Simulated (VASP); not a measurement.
Wanted: the native input for a VASP 6.6.1 run.

- Task: relaxation of cell and atoms
- Functional: PBEsol
- Potentials or basis: VASP PAW PBE potentials, release 64 (Si)
- Cutoff: 600 eV
- k mesh: 12 × 12 × 12
- Occupations: gaussian, width 0.02 eV
- Spin: no spin polarisation
- Dipole correction: no
- Further INCAR settings: ALGO = Normal; EDIFF = 1e-07; IBRION = 2; EDIFFG = -0.005; NSW = 100; ISIF = 3

The structure of Si lies in POSCAR:

```
Si
1.0
    0.0000000000      2.7009711426      2.7009711426
    2.7009711426      0.0000000000      2.7009711426
    2.7009711426      2.7009711426      0.0000000000
Si
2
Direct
    0.7500000000      0.7500000000      0.7500000000
    0.5000000000      0.5000000000      0.5000000000
```

These files were run (other wordings do the same):

INCAR

```
ALGO = Normal ; EDIFF = 1E-7
EDIFFG = -0.005 ; ENCUT = 600
GGA = PS ; IBRION = 2
ISIF = 3 ; ISMEAR = 0
LASPH = T ; LCHARG = F
LREAL = F ; LWAVE = F
NELM = 80 ; NSW = 100
PREC = Accurate ; SIGMA = 0.02
```

KPOINTS

```
k-points
0
Gamma
  12 12 12
```

Potentials or basis: VASP PAW PBE potentials, release 64 (Si).

Run with:

```console
$ cat potpaw_PBE.64/Si/POTCAR > POTCAR
$ mpirun -np 1 vasp_std > vasp.out
```

It gave:

```json
{
 "Relaxed volume": "20.08 Å³/atom",
 "Relaxed cell": "a = 3.844 Å, b = 3.844 Å, c = 3.844 Å, α = 60.00°, β = 60.00°, γ = 60.00°",
 "Space group after relaxing (to 0.05 Å)": "Fd-3m (No. 227)",
 "Energy gained by relaxing": "2.1 meV/atom",
 "Ionic steps": "3",
 "Pressure after relaxing": "0.0 GPa",
 "Band gap on the k mesh": "0.46 eV, indirect (least direct gap 2.52 eV)"
}
```

Caveat: the PAW data sets were made with another functional, which shifts forces and pressure a little.

It took 35 s on 1 thread of AMD EPYC 7R43 64-Core Processor (Zen 3), with other jobs on the host, peak memory 0.15 GiB.
